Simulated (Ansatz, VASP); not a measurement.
# Tl: VASP beside Ansatz

INCAR

```
PREC = Accurate
ENCUT = 520
EDIFF = 1E-8
ISMEAR = -1
SIGMA = 0.05
LREAL = False
LASPH = True
NELM = 60
ALGO = Normal
ISIF = 2
LWAVE = False
LCHARG = False
GGA = CA
LEFG = True
NBANDS = 12
```

KPOINTS

```
Automatic mesh
0
Gamma
  13 13 13
```

POSCAR

```
Tl
1.0
   -1.9345083127      1.9345083127      1.9345083127
    1.9345083127     -1.9345083127      1.9345083127
    1.9345083127      1.9345083127     -1.9345083127
Tl
1
Direct
    0.0000000000      0.0000000000      0.0000000000
```

Input for Ansatz:

```yaml
crystal:
  lattice:
    - [-1.9345083127, 1.9345083127, 1.9345083127]
    - [1.9345083127, -1.9345083127, 1.9345083127]
    - [1.9345083127, 1.9345083127, -1.9345083127]
  atoms:
    - { symbol: Tl, position: [0.0, 0.0, 0.0] }
kpoints:
  mp_grid: { grid: [13, 13, 13] }
scf:
  occupations: { method: fermi_dirac, width: 0.05 }
hamiltonian:
  xc: lda
  pseudopotentials: { kind: paw }
output:
  forces: true
  stress: true
  eigenvalues: true
  efg: { contact_densities: true }
  write_density: true
  write_potential: true
  elf: true
  volumetric_format: npy
```

Change from the starting cell: volume scaled by 0.99, PAW files.

Alike in both runs: task electric field gradients; functional LDA; k mesh 13 × 13 × 13; occupations fermi-dirac, width 0.05 eV; no spin polarisation.

|  | VASP | Ansatz |
| --- | --- | --- |
| version | VASP 6.6.1 | Ansatz 0.2.0 |
| potentials or method | VASP PAW LDA potentials, release 64 (Tl_d) | PAW with Ansatz's default frozen-core files, scalar-relativistic |
| plane-wave cutoff (eV) | 520 | 420 |
| valence electrons in the cell | 13 | 13 |

|  | VASP | Ansatz | Ansatz less VASP |
| --- | --- | --- | --- |
| pressure (GPa) | -2.1 | -2.2 | -0.04 |

LDA's correlation is that of Perdew and Zunger in VASP and of Perdew and Wang (1992) in Ansatz.

Neither program's run includes spin-orbit coupling.
